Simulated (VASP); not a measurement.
A run of VASP 6.6.1:

Contents of INCAR:

```
SYSTEM = Al
PREC = Accurate
ENCUT = 500
EDIFF = 1E-6
ISMEAR = -1
SIGMA = 0.06122561905347299
LREAL = .FALSE.
LASPH = .TRUE.
NELM = 120
ALGO = Normal
ISIF = 2
LWAVE = .FALSE.
LCHARG = .FALSE.
GGA = PE
NBANDS = 8
GGA_COMPAT = .FALSE.
```

File KPOINTS:

```
Automatic mesh
0
G
  40 40 40
  0 0 0
```

The input POSCAR:

```
Al
1.0
    2.7221236659      0.0000000000      0.0000000000
    0.0000000000      2.7221236659      0.0000000000
    0.0000000000      0.0000000000      2.7221236659
Al
1
Direct
    0.0000000000      0.0000000000      0.0000000000
```

Potentials or basis: VASP PAW PBE potentials, release 64 (Al).

Command:

```bash
$ cat potpaw_PBE.64/Al/POTCAR > POTCAR
$ mpirun -np 1 vasp_std > vasp.out
```

Hardware: 1 thread of Intel(R) Xeon(R) 6975P-C (Granite Rapids), on a shared host.

Task: Estimate the wall time of this run.

Result: It took 46 s on 1 thread of Intel(R) Xeon(R) 6975P-C (Granite Rapids) (shared host), peak memory 0.32 GiB. Counts: scf iterations 9, k points 1771.
